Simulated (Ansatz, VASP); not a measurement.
## Hf4C in VASP and in Ansatz

```
Hf C
1.0
    -3.17335    3.17335    1.99080
     3.17335   -3.17335    1.99080
     3.17335    3.17335   -1.99080
Hf C
4 1
Direct
  0.40000 0.20000 0.60000
  0.20000 0.60000 0.80000
  0.60000 0.80000 0.40000
  0.80000 0.40000 0.20000
  0.00000 0.00000 0.00000
```

Change from the starting cell: species swapped into the HoAu4 type (I4/m, No. 87).

Alike in both runs: task relaxation of cell and atoms; functional PBE; k mesh 6 × 6 × 6; occupations gaussian, width 0.1 eV; no spin polarisation.

|  | VASP | Ansatz |
| --- | --- | --- |
| version | VASP 6.6.1 | Ansatz 0.2.0 |
| potentials or method | VASP PAW PBE potentials, release 64 (Hf_pv, C), cutoff 600 eV | scalar-relativistic, plane waves, PAW |
| valence electrons in the cell | 44 | 108 |

Ansatz gave:

```
gap on the k mesh at the Fermi level, each at its own relaxed structure (eV)  : none
relaxed volume (Å³/atom)                                                      : 20.20
relaxed length of the cell vector where the two differ most in proportion (Å) : 5.102
```

**Question.** Which values does VASP return?

**Answer.** gap on the k mesh at the Fermi level, each at its own relaxed structure (eV): none; relaxed volume (Å³/atom): 18.29; relaxed length of the cell vector where the two differ most in proportion (Å): 5.692.

A gap of «none» marks a metal or a gap that the smearing closes. One of these differences is far larger than is usual between the two programs; its cause wasn't traced. VASP's potentials hold 44 valence electrons a cell and Ansatz's 108, so a difference there can come from the potentials and not from the codes.

Neither program's run includes spin-orbit coupling.
